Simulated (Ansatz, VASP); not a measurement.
## Si in VASP and in Ansatz

The input INCAR:

```
SYSTEM = Si
PREC = Accurate
ENCUT = 600
EDIFF = 1E-7
ISMEAR = 0
SIGMA = 0.1
LREAL = .False.
LASPH = .True.
NELM = 60
ALGO = Fast
ISIF = 3
LWAVE = .False.
LCHARG = .False.
GGA = PE
IBRION = 2
NSW = 80
EDIFFG = -0.01
```

The input KPOINTS:

```
regular mesh
0
Gamma
  12 12 16
  0 0 0
```

File POSCAR:

```
Si
1.0
    4.4234577473      0.0000000000      0.0000000000
   -2.2117288736      3.8308267817      0.0000000000
    0.0000000000      0.0000000000      2.6195651639
Si
3
Direct
    0.0000000000      0.0000000000      0.0000000000
    0.3333333333      0.6666666667      0.5000000000
    0.6666666667      0.3333333333      0.5000000000
```

Input for Ansatz:

```yaml
crystal:
  lattice:
    - [4.4234577473, 0.0, 0.0]
    - [-2.2117288736, 3.8308267817, 0.0]
    - [0.0, 0.0, 2.6195651639]
  atoms:
    - { symbol: Si, position: [0.0, 0.0, 0.0] }
    - { symbol: Si, position: [0.3333333333, 0.6666666667, 0.5] }
    - { symbol: Si, position: [0.6666666667, 0.3333333333, 0.5] }
basis:
  ecutwfc: 420
kpoints:
  mp_grid: { grid: [12, 12, 16] }
hamiltonian:
  xc: pbe
scf:
  occupations: { method: gaussian, width: 0.1 }
output:
  forces: true
  stress: true
  eigenvalues: true
relax:
  adjacent_minimum: "off"
  f_tol: 0.01
  max_steps: 60
  cell: { stress_tol: 0.1 }
```

Alike in both runs: task relaxation of cell and atoms; functional PBE; k mesh 12 × 12 × 16; occupations gaussian, width 0.1 eV; no spin polarisation.

```csv
,VASP,Ansatz
version,VASP 6.6.1,Ansatz 0.2.0
potentials or method,"VASP PAW PBE potentials, release 64 (Si), cutoff 600 eV","scalar-relativistic, plane waves, PAW"
valence electrons in the cell,12,12
```

```csv
,VASP,Ansatz,Ansatz less VASP
"gap on the k mesh at the Fermi level, each at its own relaxed structure (eV)",none,none,-
relaxed volume (Å³/atom),14.75,14.76,+0.007
relaxed cell length with the largest relative difference (Å),4.425,4.426,+0.0012
```

A gap of «none» marks a metal or a gap that the smearing closes.
